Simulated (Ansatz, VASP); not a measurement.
Na2Pd in VASP and in Ansatz

```xyz
3
Lattice="3.1340 0.0000 0.0000 -1.5670 2.7141 0.0000 0.0000 0.0000 8.0751" Properties=species:S:1:pos:R:3 pbc="T T T"
Na    0.0000    1.8094    6.3120
Na    1.5670    0.9047    1.7631
Pd    0.0000    0.0000    4.0375
```

Alike in both runs: task relaxation of cell and atoms; functional PBE; k mesh 18 × 18 × 6; occupations gaussian, width 0.1 eV; no spin polarisation.

|  | VASP | Ansatz |
| --- | --- | --- |
| version | VASP 6.6.1 | Ansatz 0.2.0 |
| potentials or method | VASP PAW PBE potentials, release 64 (Na_pv, Pd), cutoff 600 eV | scalar-relativistic, plane waves, PAW |
| valence electrons in the cell | 24 | 36 |

VASP gave:

* gap on the k mesh at the Fermi level, each at its own relaxed structure (eV): none
* relaxed volume (Å³/atom): 22.51
* relaxed cell length with the largest relative difference (Å): 7.960

Task: What did Ansatz give for the same quantities?

Result: gap on the k mesh at the Fermi level, each at its own relaxed structure (eV): none; relaxed volume (Å³/atom): 22.52; relaxed cell length with the largest relative difference (Å): 7.957.

A gap of «none» marks a metal or a gap that the smearing closes. VASP's potentials hold 24 valence electrons a cell and Ansatz's 36, so a difference there can come from the potentials and not from the codes.
